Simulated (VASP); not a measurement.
The system is Ba3SiS.

```
Ba Si S
1.0
     5.50659    0.00000    0.00000
     0.00000    5.50659    0.00000
     0.00000    0.00000    5.50659
Ba Si S
3 1 1
Cartesian
  2.7533 0.0000 2.7533
  0.0000 2.7533 2.7533
  2.7533 2.7533 0.0000
  2.7533 2.7533 2.7533
  0.0000 0.0000 0.0000
```

| Item | Value |
| --- | --- |
| Program | VASP 6.6.1 |
| Task | relaxation of cell and atoms |
| Functional | PBE |
| Potentials or basis | VASP PAW PBE potentials, release 64 (Ba_sv, Si, S) |
| Cutoff | 600 eV |
| k mesh | 4 × 4 × 4 |
| Occupations | gaussian, width 0.1 eV |
| Spin | no spin polarisation |

At the start: pressure 11.2 GPa; volume 33.39 Å³/atom.

Task: How do energy, volume and symmetry change on relaxing?

Result: Over 4 steps the energy falls by 399.4 meV/atom and the volume is 48.34 Å³/atom (+44.8 %); space group Pm-3m (No. 221, to 0.05 Å).

Step by step:
| step | energy change (eV) | largest force (eV/Å) | pressure (GPa) | volume (Å³) |
| --- | --- | --- | --- | --- |
| 1 | 0.0000 | 0.0000 | 11.25 | 166.97 |
| 2 | -1.9652 | 0.0000 | 0.94 | 230.26 |
| 3 | -1.9754 | 0.0000 | -0.69 | 251.15 |
| 4 | -1.9968 | 0.0000 | -0.02 | 241.71 |

Final structure:
```xyz
5
Lattice="6.2292 0.0000 0.0000 0.0000 6.2292 0.0000 0.0000 0.0000 6.2292" Properties=species:S:1:pos:R:3 pbc="T T T"
Ba    3.1146    0.0000    3.1146
Ba    0.0000    3.1146    3.1146
Ba    3.1146    3.1146    0.0000
Si    3.1146    3.1146    3.1146
S     0.0000    0.0000    0.0000
```

Caveat: the volume moved by over 15 % at a fixed basis, so the end points are rough.
